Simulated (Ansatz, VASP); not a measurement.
InP in VASP and in Ansatz

INCAR

```
SYSTEM = InP
ALGO = Normal
EDIFF = 1E-6
ENCUT = 520
GGA = RP
ISIF = 2
ISMEAR = -5
ISPIN = 2
LASPH = .True.
LCHARG = .False.
LORBIT = 11
LREAL = .False.
LWAVE = .False.
MAGMOM = 0.5 0
NBANDS = 20
NELM = 150
PREC = Accurate
SIGMA = 0.05
```

File KPOINTS:

```
k-points
0
Gamma
  8 8 8
  0 0 0
```

The input POSCAR:

```
InP
1.0
    0.0000000000      2.9305000000      2.9305000000
    2.9305000000      0.0000000000      2.9305000000
    2.9305000000      2.9305000000      0.0000000000
In P
1 1
Direct
    0.0000000000      0.0000000000      0.0000000000
    0.7500000000      0.7500000000      0.7500000000
```

Contents of input.yaml:

```yaml
crystal:
  lattice:
    - [0.0, 2.9305, 2.9305]
    - [2.9305, 0.0, 2.9305]
    - [2.9305, 2.9305, 0.0]
  atoms:
    - { symbol: In, position: [0.0, 0.0, 0.0], spin: 0.5 }
    - { symbol: P, position: [0.75, 0.75, 0.75] }
hamiltonian:
  xc: rpbe
  pseudopotentials: { kind: nc, accuracy: standard }
magnetization:
  spin_polarized: true
kpoints:
  mp_grid: { grid: [8, 8, 8] }
  band_path:
    path:
      - [[0.0, 0.0, 0.0], [0.5, 0.0, 0.5], [0.5, 0.25, 0.75], [0.375, 0.375, 0.75], [0.0, 0.0, 0.0], [0.5, 0.5, 0.5], [0.625, 0.25, 0.625], [0.5, 0.25, 0.75], [0.5, 0.5, 0.5], [0.375, 0.375, 0.75]]
      - [[0.625, 0.25, 0.625], [0.5, 0.0, 0.5]]
    npoints: 14
scf:
  occupations: { method: tetrahedron }
  n_extra_bands: 32
  lower_state_search: light
output:
  forces: true
  stress: true
  fatbands: true
```

Alike in both runs: functional RPBE; k mesh 8 × 8 × 8; occupations tetrahedron; collinear spin.

```csv
,VASP,Ansatz
version,VASP 6.6.1,Ansatz 0.2.0
potentials or method,"VASP PAW PBE potentials, release 64 (In_d, P)",PseudoDojo standard (PBE files)
plane-wave cutoff (eV),520,952
valence electrons in the cell,18,18
task,single point,band structure
```

Ansatz gave:

| Property | Result |
| --- | --- |
| gap on the k mesh at the Fermi level (eV) | 0.84 |
| least direct gap on the mesh (eV) | 0.84 |
| pressure (GPa) | 5.0 |
| net moment per atom (μB) | 0.00 |

Question: Estimate VASP's values.

Answer: gap on the k mesh at the Fermi level (eV): 0.84; least direct gap on the mesh (eV): 0.84; pressure (GPa): 5.1; net moment per atom (μB): 0.00.

VASP's potentials were made for PBE, not for RPBE.

Noted on Ansatz's run: the potentials were made for another functional, which shifts forces and pressure.
